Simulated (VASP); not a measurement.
# SiC18 in VASP: notebook, part 2 of 2

VASP 6.6.1. Earlier steps stand in the parts before.

### Step 3. Single point, PBE, collinear spin

Input file INCAR:

```
SYSTEM = SiC18
PREC = Accurate
ENCUT = 520
EDIFF = 1E-7
ISMEAR = -1
SIGMA = 0.02
LREAL = Auto
LASPH = .True.
NELM = 150
ALGO = Normal
ISIF = 2
LWAVE = .False.
LCHARG = .False.
ISPIN = 2
MAGMOM = 0 0 0 0 0 0 0 0 0 0 0 0 0 0 0 0 0 0 0.22
LORBIT = 11
GGA = PE
NBANDS = 57
```

Input file KPOINTS:

```
regular mesh
0
Gamma
  2 2 1
  0 0 0
```

Input file POSCAR:

```
SiC18
1.0
    7.3980000000      0.0000000000      0.0000000000
   -3.6990000000      6.4068560000      0.0000000000
    0.0000000000      0.0000000000     11.0000000000
C Si
18 1
Direct
    0.0052087085      0.0018080631      0.0865832727
    0.2267974349      0.1117343671      0.0859670909
    0.0040563179      0.3347195567      0.0859290000
    0.2256610507      0.4446567864      0.0865547273
    0.0049726101      0.6677432738      0.0909323636
    0.2258272193      0.7786674150      0.0909206364
    0.3377203689      0.0008924814      0.0892813636
    0.5599712696      0.1127706007      0.0898817273
    0.3368855225      0.3333120020      0.0860862727
    0.5579660486      0.4426295831      0.0912497273
    0.3350614389      0.6658044133      0.0922633636
    0.5590680137      0.7797962058      0.0959813636
    0.6729028562      0.0038305840      0.0912856364
    0.8939898583      0.1131570617      0.0860702727
    0.6708488808      0.3336639687      0.0898652727
    0.8931204501      0.4455358447      0.0892690909
    0.6717094533      0.6665954409      0.0959886364
    0.8957363357      0.7806310927      0.0923277273
    0.6159267077      0.7238247590      0.2790170909
```

Potentials or basis: VASP PAW PBE potentials, release 64 (C, Si).

On the command line:

```
$ cat potpaw_PBE.64/C/POTCAR potpaw_PBE.64/Si/POTCAR > POTCAR
$ mpirun -np 1 vasp_std > vasp.out
```

It took 8.3 min on 1 thread of Intel Xeon Platinum 8488C (Sapphire Rapids), shared host; peak memory 0.81 GiB.

It converged, with:

```yaml
Free_energy: -167.3472 eV
Largest_force: 0.428 eV/Å
Band_gap_on_the_k_mesh: zero (filled and empty bands overlap)
Net_moment: 0.00 μB per cell
Valence_electrons_inside_the_program's_atomic_spheres: C 2.66, 2.65, 2.64 (each value once); Si 1.53
```

Forces on the atoms (eV/Å):
```
C    0.055  0.025 -0.021
C   -0.030  0.025 -0.013
C    0.037 -0.020 -0.012
C   -0.057 -0.027 -0.023
C    0.123 -0.041 -0.011
C   -0.126  0.042 -0.011
C    0.032 -0.026  0.060
C   -0.139  0.107  0.000
C   -0.027 -0.077 -0.014
C   -0.087  0.019  0.107
C    0.004 -0.075  0.062
C    0.017 -0.005  0.044
C    0.085 -0.033  0.106
C    0.025  0.078 -0.013
C    0.142 -0.110 -0.002
C   -0.049  0.031  0.058
C   -0.007  0.020  0.049
C    0.002  0.070  0.062
Si   0.000 -0.004 -0.428
```

Levels at points of the mesh, in eV from the Fermi level:
Spin up:
```
           k point  band 36  band 37  band 38  band 39  band 40  band 41
(0.00, 0.00, 0.00)    -1.08    -0.78    -0.38    -0.32     0.44     1.11
(0.50, 0.00, 0.00)    -2.91    -2.61    -0.07     0.16     1.51     1.76
(0.00, 0.50, 0.00)    -2.91    -2.60    -0.08     0.19     1.51     1.76
(0.50, 0.50, 0.00)    -2.87    -2.61     0.06     0.38     0.83     2.05
```
Spin down:
| k point | band 34 | band 35 | band 36 | band 37 | band 38 | band 39 | band 40 | band 41 | band 42 | band 43 |
| --- | --- | --- | --- | --- | --- | --- | --- | --- | --- | --- |
| (0.00, 0.00, 0.00) | -3.31 | -3.28 | -1.08 | -0.78 | -0.38 | -0.32 | 0.44 | 1.11 | 2.66 | 2.97 |
| (0.50, 0.00, 0.00) | -3.29 | -3.02 | -2.91 | -2.61 | -0.07 | 0.16 | 1.51 | 1.76 | 2.23 | 2.30 |
| (0.00, 0.50, 0.00) | -3.29 | -3.02 | -2.91 | -2.60 | -0.08 | 0.19 | 1.51 | 1.76 | 2.23 | 2.30 |
| (0.50, 0.50, 0.00) | -3.22 | -3.07 | -2.87 | -2.61 | 0.06 | 0.38 | 0.83 | 2.05 | 2.16 | 2.39 |

Caveat: the k points lie up to 0.49 Å⁻¹ apart; there is no dipole correction, which matters where the two faces differ.

### Step 4. Single point, PBE, collinear spin

Input file INCAR:

```
SYSTEM = SiC18
ALGO = Normal
EDIFF = 1E-6
ENCUT = 520
GGA = PE
ISIF = 2
ISMEAR = -1
ISPIN = 2
LASPH = .TRUE.
LCHARG = .TRUE.
LELF = .TRUE.
LORBIT = 11
LREAL = Auto
LVHAR = .TRUE.
LWAVE = .FALSE.
MAGMOM = 0 0 0 0 0 0 0 0 0 0 0 0 0 0 0 0 0 0 0.22
NBANDS = 57
NELM = 150
PREC = Accurate
SIGMA = 0.02
```

Input file KPOINTS:

```
k-points
0
G
  2 2 1
  0 0 0
```

Input file POSCAR:

```
SiC18
1.0
    7.3980000000      0.0000000000      0.0000000000
   -3.6990000000      6.4068560000      0.0000000000
    0.0000000000      0.0000000000     11.0000000000
C Si
18 1
Direct
    0.0062361895      0.0038305840      0.0912856364
    0.2273231916      0.1131570617      0.0860702727
    0.0041822142      0.3336639687      0.0898652727
    0.2264537834      0.4455358447      0.0892690909
    0.0050427867      0.6665954409      0.0959886364
    0.2290696691      0.7806310927      0.0923277273
    0.3385420418      0.0018080631      0.0865832727
    0.5601307683      0.1117343671      0.0859670909
    0.3373896513      0.3347195567      0.0859290000
    0.5589943840      0.4446567864      0.0865547273
    0.3383059435      0.6677432738      0.0909323636
    0.5591605526      0.7786674150      0.0909206364
    0.6710537022      0.0008924814      0.0892813636
    0.8933046029      0.1127706007      0.0898817273
    0.6702188558      0.3333120020      0.0860862727
    0.8912993820      0.4426295831      0.0912497273
    0.6683947722      0.6658044133      0.0922633636
    0.8924013470      0.7797962058      0.0959813636
    0.9492600410      0.7238247590      0.2790170909
```

Potentials or basis: VASP PAW PBE potentials, release 64 (C, Si).

On the command line:

```
$ cat potpaw_PBE.64/C/POTCAR potpaw_PBE.64/Si/POTCAR > POTCAR
$ mpirun -np 1 vasp_std > vasp.out
```

OUTCAR:

```text
SYSTEM = SiC18
   EDIFF = 1E-6
   ENCUT = 520
   GGA = PE
   ISIF = 2
   ISMEAR = -1
   ISPIN = 2
   LASPH = .TRUE.
   LORBIT = 11
   LREAL = Auto
   NELM = 150
   PREC = Accurate

 ion  position               nearest neighbor table
   1  0.006  0.004  0.091-   2 1.42  14 1.42  18 1.44
   2  0.227  0.113  0.086-   1 1.42   9 1.42   7 1.43
   3  0.004  0.334  0.090-  14 1.42  16 1.42   4 1.42
   4  0.226  0.446  0.089-   9 1.42  11 1.42   3 1.42
   5  0.005  0.667  0.096-  16 1.44   6 1.44  18 1.45  19 2.14
   6  0.229  0.781  0.092-   7 1.42  11 1.42   5 1.44
   7  0.339  0.002  0.087-   6 1.42   8 1.42   2 1.43
   8  0.560  0.112  0.086-  15 1.42   7 1.42  13 1.42
   9  0.337  0.335  0.086-   2 1.42  10 1.42   4 1.42
  10  0.559  0.445  0.087-  17 1.42   9 1.42  15 1.43
  11  0.338  0.668  0.091-  12 1.41   6 1.42   4 1.42
[... 684 lines left out ...]
     -2.42843      4.27078      1.05588        -0.014428      0.016958      0.046594
     -1.19290      5.00139      1.01561         0.005545      0.067027      0.060588
[... 11 lines left out ...]
      3.71752      4.99604      1.05579         0.007776     -0.004648      0.046721
      4.34520      4.63744      3.06919         0.000485     -0.002733     -0.427768
 -----------------------------------------------------------------------------------
    total drift:                               -0.010576      0.002995      0.008513

  FREE ENERGIE OF THE ION-ELECTRON SYSTEM (eV)
  ---------------------------------------------------
  free  energy   TOTEN  =      -167.3476603551 eV

  energy  without entropy=     -167.3430642111  energy(sigma->0) =     -167.34536228

 total charge

# of ion       s       p       d       tot
------------------------------------------
    1        0.863   1.781   0.000   2.643
    2        0.861   1.797   0.000   2.658
    3        0.861   1.800   0.000   2.661
    4        0.861   1.789   0.000   2.651
    5        0.857   1.787   0.000   2.644
    6        0.862   1.780   0.000   2.642
[... 11 lines left out ...]
   18        0.857   1.787   0.000   2.644
   19        0.942   0.589   0.000   1.531
--------------------------------------------------
tot         16.445  32.838   0.000  49.283

 magnetization (x)

# of ion       s       p       d       tot
------------------------------------------
    1        0.000   0.000   0.000   0.000
    2        0.000   0.000   0.000   0.000
    3       -0.000  -0.000   0.000  -0.000
    4        0.000   0.000   0.000   0.000
    5       -0.000  -0.000   0.000  -0.000
    6        0.000   0.000   0.000   0.000
[... 11 lines left out ...]
   18       -0.000  -0.000   0.000  -0.000
   19       -0.000   0.000   0.000   0.000
--------------------------------------------------
tot         -0.000   0.000   0.000   0.000
```

OSZICAR:

```text
N       E                     dE             d eps       ncg     rms          rms(c)
DAV:   1     0.577235309830E+03    0.57724E+03   -0.30599E+04   912   0.106E+03
[... 20 lines left out ...]
DAV:  22    -0.167347301315E+03   -0.72937E-03   -0.19602E-03   926   0.704E-02    0.430E-02
DAV:  23    -0.167347525037E+03   -0.22372E-03   -0.36820E-04   943   0.480E-02    0.286E-02
DAV:  24    -0.167347618100E+03   -0.93063E-04   -0.27821E-04   928   0.313E-02    0.116E-02
DAV:  25    -0.167347642961E+03   -0.24861E-04   -0.33713E-05  1008   0.156E-02    0.770E-03
DAV:  26    -0.167347655979E+03   -0.13018E-04   -0.13721E-05   888   0.867E-03    0.652E-03
DAV:  27    -0.167347659382E+03   -0.34024E-05   -0.12216E-05   864   0.624E-03    0.336E-03
DAV:  28    -0.167347660355E+03   -0.97341E-06   -0.99469E-07   784   0.299E-03
   1 F= -.16734766E+03 E0= -.16734536E+03  d E =-.459614E-02  mag=     0.0003
```

Run time: 6.6 min. Hardware: 1 thread of Intel Xeon Platinum 8488C (Sapphire Rapids), shared host; peak memory 0.81 GiB.

Results:

```yaml
Free_energy: -167.3477 eV
Largest_force: 0.428 eV/Å
Band_gap_on_the_k_mesh: zero (filled and empty bands overlap)
Net_moment: 0.00 μB per cell
Valence_electrons_inside_the_program's_atomic_spheres: C 2.64, 2.66, 2.65 (each value once); Si 1.53
```

Forces on the atoms (eV/Å):
```
C    0.077 -0.030  0.108
C    0.028  0.074 -0.011
C    0.142 -0.109 -0.001
C   -0.041  0.034  0.059
C   -0.014  0.017  0.047
C    0.006  0.067  0.061
C    0.056  0.033 -0.018
C   -0.029  0.022 -0.014
C    0.037 -0.022 -0.010
C   -0.059 -0.023 -0.022
C    0.131 -0.032 -0.013
C   -0.122  0.040 -0.017
C    0.036 -0.036  0.060
C   -0.140  0.100 -0.001
C   -0.023 -0.073 -0.014
C   -0.087  0.015  0.103
C   -0.005 -0.069  0.064
C    0.008 -0.005  0.047
Si   0.000 -0.003 -0.428
```

Caveat: the k points lie up to 0.49 Å⁻¹ apart; there is no dipole correction, which matters where the two faces differ.
